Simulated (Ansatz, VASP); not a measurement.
**Cs2CdCl3 in VASP and in Ansatz**

```xyz
6
Lattice="9.1586 0.0000 0.0000 -4.5793 7.9316 0.0000 0.0000 0.0000 4.4296" Properties=species:S:1:pos:R:3 pbc="T T T"
Cs    4.5793    2.6439    0.0000
Cs    0.0000    5.2877    0.0000
Cd    0.0000    0.0000    0.0000
Cl    4.5793    0.0000    2.2148
Cl   -2.2897    3.9658    2.2148
Cl    2.2897    3.9658    2.2148
```

Change from the starting cell: species swapped into the GdSi2Rh3 type (P6/mmm, No. 191).

Alike in both runs: task relaxation of cell and atoms; functional PBE; k mesh 6 × 6 × 8; occupations gaussian, width 0.1 eV; no spin polarisation.

|  | VASP | Ansatz |
| --- | --- | --- |
| version | VASP 6.6.1 | Ansatz 0.2.0 |
| potentials or method | VASP PAW PBE potentials, release 64 (Cs_sv, Cd, Cl), cutoff 600 eV | scalar-relativistic, plane waves, PAW |
| valence electrons in the cell | 51 | 59 |

```csv
,VASP,Ansatz,Ansatz less VASP
"gap on the k mesh at the Fermi level, each at its own relaxed structure (eV)",none,none,-
relaxed volume (Å³/atom),53.56,53.63,+0.072
relaxed length of the cell vector where the two differ most in proportion (Å),9.153,9.159,+0.0053
```

A gap of «none» marks a metal or a gap that the smearing closes. VASP's potentials hold 51 valence electrons a cell and Ansatz's 59, so a difference there can come from the potentials and not from the codes.

Spin-orbit coupling is off throughout.
